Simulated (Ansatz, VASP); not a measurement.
# FeNi in VASP and in Ansatz

```
CELL_PARAMETERS angstrom
2.46937 0.00000 0.00000
0.00000 2.46937 0.00000
0.00000 0.00000 3.53004
ATOMIC_POSITIONS crystal
Fe 0.00000 0.00000 0.00000
Ni 0.50000 0.50000 0.50000
```

Alike in both runs: functional PBEsol; k mesh 13 × 13 × 9; occupations fermi-dirac, width 0.1 eV; collinear spin.

Ansatz relaxed the structure, and its values are those at the end. VASP's run is a single point on that final structure, the one shown.

```csv
,VASP,Ansatz
version,VASP 6.6.1,Ansatz 0.2.0
potentials or method,"VASP PAW PBE potentials, release 64 (Fe, Ni), cutoff 520 eV","plane waves, PAW"
valence electrons in the cell,18,34
```

```tsv
	VASP	Ansatz	Ansatz less VASP
pressure (GPa)	0.2	0.0	-0.19
net moment per atom (μB)	1.57	1.57	+0.001
size of the moment on the site where the two differ most (μB)	0.61	0.68	+0.068
```

VASP's potentials were made for PBE, not for PBEsol. Site moments also hang on the region over which each program counts them. VASP's potentials hold 18 valence electrons a cell and Ansatz's 34, so a difference there can come from the potentials and not from the codes. Ansatz's warnings: seeded moment not kept.
